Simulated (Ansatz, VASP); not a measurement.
# One calculation of Ge3S, two programs

```
Ge S
1.0
     4.79031    0.00000    0.00000
     0.00000    4.79031    0.00000
     0.00000    0.00000    3.26973
Ge S
3 1
Direct
  0.50000 0.50000 0.00000
  0.50000 0.00000 0.50000
  0.00000 0.50000 0.50000
  0.00000 0.00000 0.00000
```

Change from the starting cell: species swapped into the InPd3 type (P4/mmm, No. 123).

Alike in both runs: functional PBE; k mesh 12 × 12 × 12; occupations gaussian, width 0.1 eV; no spin polarisation.

Ansatz relaxed the structure, and its values are those at the end. VASP's run is a single point on that final structure, the one shown.

```csv
,VASP,Ansatz
version,VASP 6.6.1,Ansatz 0.2.0
potentials or method,"VASP PAW PBE potentials, release 64 (Ge_d, S), cutoff 520 eV","scalar-relativistic, plane waves, PAW"
valence electrons in the cell,48,48
```

```tsv
	VASP	Ansatz	Ansatz less VASP
gap on the k mesh at the Fermi level (eV)	none	none	-
pressure (GPa)	0.0	0.0	+0.01
```

A gap of «none» marks a metal or a gap that the smearing closes.
